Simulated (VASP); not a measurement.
Input of a VASP 6.6.1 run:

INCAR

```
SYSTEM = K7Br8
ALGO     = Normal         ! electronic algorithm
EDIFF    = 1E-6           ! SCF threshold, eV
ENCUT    = 520            ! plane-wave cutoff, eV
GGA      = CA             ! functional
ISIF     = 2              ! what is computed and relaxed
ISMEAR   = 0              ! smearing method
LASPH    = .TRUE.         ! aspherical terms in the spheres
LCHARG   = .TRUE.         ! write CHGCAR
LELF     = .TRUE.         ! ELF
LREAL    = Auto         
LVHAR    = .TRUE.       
LWAVE    = .FALSE.        ! write WAVECAR
NBANDS   = 72             ! bands
NELECT   = 120.0        
NELM     = 60             ! most SCF steps
PREC     = Accurate       ! precision mode
SIGMA    = 0.02           ! smearing width, eV
```

File KPOINTS:

```
k-points
0
G
  2 2 2
  0 0 0
```

POSCAR

```
K7Br8
1.0
    0.0000000000      6.3712539702     -6.3712539702
    6.3712539702      6.3712539702      0.0000000000
    6.3712539702      0.0000000000     -6.3712539702
K Br
7 8
Direct
    0.5000000023     -0.5000000023      0.5000000023
    0.0000000000      0.0000000000      0.5000000023
    0.0000000000      0.5000000023      0.5000000023
    0.5000000023      0.0000000000      0.0000000000
    0.5000000023      0.5000000023      0.0000000000
    0.0000000000      0.0000000000      0.0000000000
    0.0000000000      0.5000000023      0.0000000000
    0.2500000012      0.7500000035      0.2500000012
    0.2456710260      0.2543289763      0.2456710260
    0.7543289786      0.7456710284      0.2456710260
    0.7543289786      0.2543289763      0.2456710260
    0.2456710260      0.7456710284      0.7543289786
    0.2456710260      0.2543289763      0.7543289786
    0.7543289786      0.7456710284      0.7543289786
    0.7500000035      0.2500000012      0.7500000035
```

Potentials or basis: VASP PAW LDA potentials, release 64 (K_sv, Br).

Launch:

```console
$ cat potpaw_LDA.64/K_sv/POTCAR potpaw_LDA.64/Br/POTCAR > POTCAR
$ mpirun -np 1 vasp_std > vasp.out
```

Question: Predict the largest force.

Answer: 0.007 eV/Å.

Forces on the atoms (eV/Å):
```
K    0.000  0.000  0.000
K    0.000  0.000  0.000
K    0.000  0.000  0.000
K    0.000  0.000  0.000
K    0.000  0.000  0.000
K    0.000  0.000  0.000
K    0.000  0.000  0.000
Br   0.000  0.000  0.000
Br   0.000  0.000  0.007
Br  -0.007  0.000  0.000
Br   0.000  0.007  0.000
Br   0.000 -0.007  0.000
Br   0.007  0.000  0.000
Br   0.000  0.000 -0.007
Br   0.000  0.000  0.000
```

Caveat: the k points lie up to 0.43 Å⁻¹ apart; the cell carries a net charge on a neutralising background, which shifts energy and pressure.
